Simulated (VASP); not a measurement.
# MgCd2S3 in VASP: further runs

MgCd2S3 is run at these levels: PBE; tasks: relaxation of cell and atoms, single point.

Everything below comes from runs of VASP 6.6.1. Logs are shortened: lines on timing, memory, paths and dates and some standing lists are left out, and cuts for length are marked.

### 1 The cell of the first run

Symmetry: P3m1, No. 156, trigonal system. The conventional cell has a = 4.001 Å, b = 4.001 Å, c = 19.593 Å, α = 90.00°, β = 90.00°, γ = 120.00°. Within 3.2 Å of Mg (site symmetry 3m) lie 4 S at 2.43 to 2.51 Å. Mg (site symmetry 3m) has 4 S at 2.43 to 2.51 Å within 3.2 Å. Cd (site symmetry 3m) has 4 S at 2.43 to 2.51 Å within 3.2 Å. Cd (site symmetry 3m) has 4 S at 2.43 to 2.51 Å within 3.2 Å. Within 3.2 Å of Cd (site symmetry 3m) lie 4 S at 2.43 to 2.51 Å. Cd (site symmetry 3m) has 4 S at 2.43 to 2.51 Å within 3.2 Å. Within 3.2 Å of S (site symmetry 3m) lie 4 Cd at 2.43 to 2.51 Å. S (site symmetry 3m) has 3 Mg at 2.43 Å and 1 Cd at 2.51 Å within 3.2 Å.

### 2 Relaxation of cell and atoms, PBE

INCAR

```
SYSTEM = MgCd2S3
PREC = Accurate
ENCUT = 600
EDIFF = 1E-7
ISMEAR = 0
SIGMA = 0.1
LREAL = .False.
LASPH = .True.
NELM = 80
ALGO = Normal
ISIF = 3
LWAVE = .False.
LCHARG = .False.
GGA = PE
IBRION = 2
NSW = 90
EDIFFG = -0.04
```

KPOINTS

```
regular mesh
0
Gamma
  6 6 1
  0 0 0
```

POSCAR

```
MgCd2S3
1.0
    4.0011619100      0.0000000000      0.0000000000
   -2.0005809600      3.4651078600      0.0000000000
    0.0000000000      0.0000000000     19.5926150900
Mg Cd S
2 4 6
Direct
    0.6666666700      0.3333333300      0.5000000000
    0.6666666700      0.3333333300      0.8333333300
    0.3333333300      0.6666666700      0.0000000000
    0.3333333300      0.6666666700      0.3333333300
    0.3333333300      0.6666666700      0.6666666700
    0.6666666700      0.3333333300      0.1666666700
    0.3333333300      0.6666666700      0.1283333300
    0.3333333300      0.6666666700      0.4616666600
    0.3333333300      0.6666666700      0.7950000000
    0.6666666700      0.3333333300      0.2950000000
    0.6666666700      0.3333333300      0.6283333300
    0.6666666700      0.3333333300      0.9616666600
```

Potentials or basis: VASP PAW PBE potentials, release 64 (Mg, Cd, S).

On the command line:

```bash
> cat potpaw_PBE.64/Mg/POTCAR potpaw_PBE.64/Cd/POTCAR potpaw_PBE.64/S/POTCAR > POTCAR
> mpirun -np 1 vasp_std > vasp.out
```

OUTCAR:

```text
SYSTEM = MgCd2S3
   PREC = Accurate
   ENCUT = 600
   EDIFF = 1E-7
   ISMEAR = 0
   LREAL = .False.
   LASPH = .True.
   NELM = 80
   ISIF = 3
   GGA = PE
   IBRION = 2
   NSW = 90
   EDIFFG = -0.04

 ion  position               nearest neighbor table
   1  0.667  0.333  0.500-   8 2.43   8 2.43   8 2.43  11 2.51
   2  0.667  0.333  0.833-   9 2.43   9 2.43   9 2.43  12 2.51
   3  0.333  0.667  0.000-  12 2.43  12 2.43  12 2.43   7 2.51
   4  0.333  0.667  0.333-  10 2.43  10 2.43  10 2.43   8 2.51
   5  0.333  0.667  0.667-  11 2.43  11 2.43  11 2.43   9 2.51
   6  0.667  0.333  0.167-   7 2.43   7 2.43   7 2.43  10 2.51
   7  0.333  0.667  0.128-   6 2.43   6 2.43   6 2.43   3 2.51
   8  0.333  0.667  0.462-   1 2.43   1 2.43   1 2.43   4 2.51
   9  0.333  0.667  0.795-   2 2.43   2 2.43   2 2.43   5 2.51
  10  0.667  0.333  0.295-   4 2.43   4 2.43   4 2.43   6 2.51
  11  0.667  0.333  0.628-   5 2.43   5 2.43   5 2.43   1 2.51
  12  0.667  0.333  0.962-   3 2.43   3 2.43   3 2.43   2 2.51

  LATTYP: Found a hexagonal cell.
 ALAT       =     4.0011619100
 C/A-ratio  =     4.8967313822

  Lattice vectors:

 A1 = (   4.0011619100,   0.0000000000,   0.0000000000)
 A2 = (  -2.0005809600,   3.4651078600,   0.0000000000)
 A3 = (   0.0000000000,   0.0000000000,  19.5926150900)

Analysis of symmetry for initial positions (statically):
=====================================================================
 Subroutine PRICEL returns:
 Original cell was already a primitive cell.

 Routine SETGRP: Setting up the symmetry group for a
 hexagonal supercell.

 Subroutine GETGRP returns: Found  6 space group operations
 (whereof  6 operations were pure point group operations)
 out of a pool of 24 trial point group operations.

The static configuration has the point symmetry C_3v.

Analysis of symmetry for dynamics (positions and initial velocities):
=====================================================================
 Subroutine PRICEL returns:
 Original cell was already a primitive cell.

 Routine SETGRP: Setting up the symmetry group for a
 hexagonal supercell.

 Subroutine GETGRP returns: Found  6 space group operations
 (whereof  6 operations were pure point group operations)
 out of a pool of 24 trial point group operations.

The dynamic configuration has the point symmetry C_3v.

 Subroutine INISYM returns: Found  6 space group operations
 (whereof  6 operations are pure point group operations),
 and found     1 'primitive' translations

----------------------------------------------------------------------------------------

                                     Primitive cell

  volume of cell :     271.6410

  direct lattice vectors                    reciprocal lattice vectors
     4.001161910  0.000000000  0.000000000     0.249927402  0.144295653  0.000000000
    -2.000580960  3.465107860  0.000000000     0.000000000  0.288591305  0.000000000
     0.000000000  0.000000000 19.592615090     0.000000000  0.000000000  0.051039639

  length of vectors
     4.001161910  4.001161914 19.592615090     0.288591305  0.288591305  0.051039639

  position of ions in fractional coordinates (direct lattice)
     0.666666670  0.333333330  0.500000000
     0.666666670  0.333333330  0.833333330
     0.333333330  0.666666670  0.000000000
     0.333333330  0.666666670  0.333333330
     0.333333330  0.666666670  0.666666670
     0.666666670  0.333333330  0.166666670
     0.333333330  0.666666670  0.128333330
     0.333333330  0.666666670  0.461666660
     0.333333330  0.666666670  0.795000000
     0.666666670  0.333333330  0.295000000
     0.666666670  0.333333330  0.628333330
     0.666666670  0.333333330  0.961666660

  ion indices of the primitive-cell ions
   primitive index   ion index
                 1           1
                 2           2
                 3           3
                 4           4
                 5           5
                 6           6
                 7           7
                 8           8
                 9           9
                10          10
                11          11
                12          12

----------------------------------------------------------------------------------------

 KPOINTS: regular mesh

Automatic generation of k-mesh.
 Grid dimensions read from file:
 generate k-points for:    6    6    1

 Generating k-lattice:

  Cartesian coordinates                     Fractional coordinates (reciprocal lattice)
     0.041654567  0.024049275  0.000000000     0.166666667  0.000000000  0.000000000
     0.000000000  0.048098551  0.000000000     0.000000000  0.166666667  0.000000000
     0.000000000  0.000000000  0.051039639     0.000000000  0.000000000  1.000000000

  Length of vectors
     0.048098551  0.048098551  0.051039639

  Shift w.r.t. Gamma in fractional coordinates (k-lattice)
     0.000000000  0.000000000  0.000000000

 Subroutine IBZKPT returns following result:
 ===========================================

 Found      7 irreducible k-points:

 Following reciprocal coordinates:
            Coordinates               Weight
  0.000000  0.000000  0.000000      1.000000
  0.166667  0.000000  0.000000      6.000000
  0.333333  0.000000  0.000000      6.000000
  0.500000  0.000000  0.000000      3.000000
  0.166667  0.166667  0.000000      6.000000
  0.333333  0.166667  0.000000     12.000000
  0.333333  0.333333  0.000000      2.000000
   k-points           NKPTS =      7   k-points in BZ     NKDIM =      7   number of bands    NBANDS=     52
   number of dos      NEDOS =    301   number of ions     NIONS =     12
   total plane-waves  NPLWV = 163840
   dimension x,y,z NGX =    32 NGY =   32 NGZ =  160
   dimension x,y,z NGXF=    64 NGYF=   64 NGZF=  320
   ions per type =               2   4   6
   NGX,Y,Z   is equivalent  to a cutoff of  13.30, 13.30, 13.58 a.u.
   NGXF,Y,Z  is equivalent  to a cutoff of  26.59, 26.59, 27.15 a.u.
 SYSTEM =  MgCd2S3
   PREC   = accura    normal or accurate (medium, high low for compatibility)
   ISTART =      0    job   : 0-new  1-cont  2-samecut
   ICHARG =      2    charge: 1-file 2-atom 10-const
   ISPIN  =      1    spin polarized calculation?
   LNONCOLLINEAR =      F non collinear calculations
   LSORBIT =      F    spin-orbit coupling
   LASPH  =      T    aspherical Exc in radial PAW
   ENCUT  =  600.0 eV  44.10 Ry    6.64 a.u.   7.99  7.99 39.13*2*pi/ulx,y,z
   NELM   =     80;   NELMIN=  2; NELMDL= -5     # of ELM steps
   EDIFF  = 0.1E-06   stopping-criterion for ELM
   LREAL  =      F    real-space projection
   EDIFFG = -.4E-01   stopping-criterion for IOM
   NSW    =     90    number of steps for IOM
   IBRION =      2    ionic relax: 0-MD 1-quasi-New 2-CG
   NFREE  =      1    steps in history (QN), initial steepest desc. (CG)
   ISIF   =      3    stress and relaxation
   ISYM   =      2    0-nonsym 1-usesym 2-fastsym
   POTIM  = 0.5000    time-step for ionic-motion
   TEBEG  =    0.0;   TEEND  =   0.0 temperature during run
   PSTRESS=    0.0 pullay stress
   NELECT =      88.0000    total number of electrons
   NUPDOWN=      -1.0000    fix difference up-down
   EMIN   =  10.00;   EMAX   =-10.00  energy-range for DOS
   EFERMI =   0.00;   METHOD = LEGACY
   ISMEAR =     0;   SIGMA  =   0.10  broadening in eV -4-tet -1-fermi 0-gaus
   EFERMI_NEDOS =   21; number of points for ismear=-14 and -15
   IALGO  =     38    algorithm
   IMIX   =      4    mixing-type and parameters
     AMIX     =   0.40;   BMIX     =  1.00
     AMIX_MAG =   1.60;   BMIX_MAG =  1.00
  volume/ion in A,a.u.               =      22.64       152.76
  Fermi-wavevector in a.u.,A,eV,Ry     =   1.124356  2.124725 17.200174  1.264177
  Thomas-Fermi vector in A             =   2.261028
   LORBIT       =      0    0 simple, 1 ext, 2 COOP (PROOUT), +10 PAW based schemes
   GGA     = PE    functional components
   LHFCALC =     F    Hartree Fock is set to
   AEXX    =    0.0000 exact exchange contribution
   IVDW    =     0    specifies the selected vdW correction
   LEPSILON=     F    determine dielectric tensor
   LRPA    =     F    only Hartree local field effects (RPA)
 conjugate gradient relaxation of ions
 non-spin polarized calculation
 Gauss-broadening in eV      SIGMA  =   0.10
  energy-cutoff  :      600.00
  volume of cell :      271.64
 maximum number of plane-waves:      9096
 NGX is ok and might be reduce to    32
   NGX = 15   NGY = 15   NGZ = 79

--------------------------------------- Ionic step        1  -------------------------------------------

 number of electron      88.0000010 magnetization

 Free energy of the ion-electron system (eV)
  ---------------------------------------------------
  ext. energy  EPLUGINS =         0.00000000
  ---------------------------------------------------
  free energy    TOTEN  =       -40.65273616 eV

  energy without entropy =      -40.65273616  energy(sigma->0) =      -40.65273616

------------------------ aborting loop because EDIFF is reached ----------------------------------------

  FORCE on cell =-STRESS in cart. coord.  units (eV):
  Direction    XX          YY          ZZ          XY          YZ          ZX
  --------------------------------------------------------------------------------------
  -------------------------------------------------------------------------------------
  Total       15.0446245     15.0446245      8.8616448     -0.0000000      0.0000000     -0.0000000
  in kB       88.7353455     88.7353456     52.2672477     -0.0000001      0.0000000     -0.0000000
  external PRESSURE =      76.5793130 kB  Pullay stress =       0.0000000 kB
[... 119 lines left out ...]
  FREE ENERGIE OF THE ION-ELECTRON SYSTEM (eV)
  ---------------------------------------------------
  free  energy   TOTEN  =       -41.4300754054 eV

  energy  without entropy=      -41.4300754054  energy(sigma->0) =      -41.43007541

[... ionic steps 4 to 12 ...]

--------------------------------------- Ionic step       13  -------------------------------------------

 number of electron      87.9999999 magnetization

------------------------ aborting loop because EDIFF is reached ----------------------------------------

  FORCE on cell =-STRESS in cart. coord.  units (eV):
  Direction    XX          YY          ZZ          XY          YZ          ZX
  --------------------------------------------------------------------------------------
  -------------------------------------------------------------------------------------
  Total        0.0141558      0.0141558     -0.2643807     -0.0000000      0.0000000      0.0000000
  in kB        0.0751777      0.0751777     -1.4040515     -0.0000000      0.0000000      0.0000000
  external PRESSURE =      -0.4178987 kB  Pullay stress =       0.0000000 kB
[... 77 lines left out ...]
  energy  without entropy=      -41.4966595743  energy(sigma->0) =      -41.49665957

--------------------------------------- Ionic step       15  -------------------------------------------

 number of electron      87.9999999 magnetization

 Free energy of the ion-electron system (eV)
  ---------------------------------------------------
  ext. energy  EPLUGINS =         0.00000000
  ---------------------------------------------------
  free energy    TOTEN  =       -41.49747803 eV

  energy without entropy =      -41.49747803  energy(sigma->0) =      -41.49747803

 E-fermi :   1.5887     XC(G=0):  -8.7231

 val. band max:        1.1197349184   @ k =   0.0000   0.0000   0.0000
 cond. band min:       2.6392045639   @ k =   0.0000   0.0000   0.0000
 fundamental gap:      1.5194696455
 Fermi energy:         1.5886909947

 k-point     1 :       0.0000    0.0000    0.0000
  band No.  band energies     occupation
      1     -10.9234      2.00000
      2     -10.7922      2.00000
      3     -10.7846      2.00000
      4     -10.6214      2.00000
      5     -10.4418      2.00000
      6     -10.3394      2.00000
[... 413 lines left out ...]
  FREE ENERGIE OF THE ION-ELECTRON SYSTEM (eV)
  ---------------------------------------------------
  free  energy   TOTEN  =       -41.4974780298 eV

  energy  without entropy=      -41.4974780298  energy(sigma->0) =      -41.49747803

 reached required accuracy - stopping structural energy minimisation
```

It took 15 min on 1 thread of AMD EPYC 9R45 (Zen 5), shared host; peak memory 0.48 GiB.

What came out:

| Item | Value |
| --- | --- |
| Free energy | -41.4975 eV |
| Relaxed volume | 25.12 Å³/atom |
| Relaxed cell | a = 4.150 Å, b = 4.150 Å, c = 20.218 Å, α = 90.00°, β = 90.00°, γ = 120.00° |
| Space group after relaxing (to 0.1 Å) | P3m1 (No. 156) |
| Energy gained by relaxing | 70.4 meV/atom |
| Ionic steps | 15 |
| Pressure after relaxing | 0.0 GPa |
| Largest force after relaxing | 0.027 eV/Å |
| Band gap on the k mesh | 1.52 eV |

Forces in eV/Å, atoms in the order of the input:
```
Mg   0.000  0.000 -0.016
Mg   0.000  0.000 -0.027
Cd   0.000  0.000  0.010
Cd   0.000  0.000  0.010
Cd   0.000  0.000  0.013
Cd   0.000  0.000 -0.026
S    0.000  0.000  0.016
S    0.000  0.000  0.021
S    0.000  0.000 -0.006
S    0.000  0.000  0.002
S    0.000  0.000  0.014
S    0.000  0.000 -0.009
```

The path:
| step | energy change (eV) | largest force (eV/Å) | pressure (GPa) | volume (Å³) |
| --- | --- | --- | --- | --- |
| 1 | 0.0000 | 1.0790 | 7.66 | 271.64 |
| 2 | -0.6831 | 0.2503 | -2.25 | 316.38 |
| 3 | -0.7773 | 0.4264 | -0.17 | 303.30 |
| 4 | -0.7772 | 0.4166 | -0.29 | 303.95 |
| 5 | -0.8006 | 0.2849 | -0.21 | 303.26 |
| 6 | -0.8205 | 0.2431 | -0.01 | 301.73 |
| 7 | -0.8291 | 0.1641 | 0.04 | 301.35 |
| 8 | -0.8327 | 0.1498 | 0.10 | 300.91 |
| 9 | -0.8379 | 0.1096 | -0.08 | 301.88 |
| 10 | -0.8381 | 0.1124 | -0.12 | 302.09 |
| 11 | -0.8413 | 0.0788 | 0.04 | 301.25 |
| 12 | -0.8419 | 0.0676 | 0.15 | 300.64 |
| 13 | -0.8439 | 0.0533 | -0.04 | 301.69 |
| 14 | -0.8439 | 0.0539 | -0.05 | 301.73 |
| 15 | -0.8447 | 0.0271 | -0.01 | 301.49 |

Final structure:
```xyz
12
Lattice="4.1496 0.0000 0.0000 -2.0748 3.5936 0.0000 0.0000 0.0000 20.2178" Properties=species:S:1:pos:R:3 pbc="T T T"
Mg    2.0748    1.1979   10.1553
Mg    2.0748    1.1979   16.8150
Cd    0.0000    2.3958   20.1668
Cd    0.0000    2.3958    6.8664
Cd    0.0000    2.3958   13.5220
Cd    2.0748    1.1979    3.4085
S     0.0000    2.3958    2.5205
S     0.0000    2.3958    9.4379
S     0.0000    2.3958   16.0968
S     2.0748    1.1979    5.9789
S     2.0748    1.1979   12.6239
S     2.0748    1.1979   19.2822
```

Levels at points of the mesh, in eV from the valence-band top:
```
           k point  band 40  band 41  band 42  band 43  band 44  band 45  band 46  band 47  band 48  band 49
(0.00, 0.00, 0.00)    -0.23    -0.23    -0.21     0.00     0.00     1.52     2.58     2.67     3.04     3.60
(0.50, 0.00, 0.00)    -1.12    -1.04    -0.99    -0.98    -0.71     3.23     3.44     3.78     3.94     4.25
```

(Part 1 of 2 ends here.)
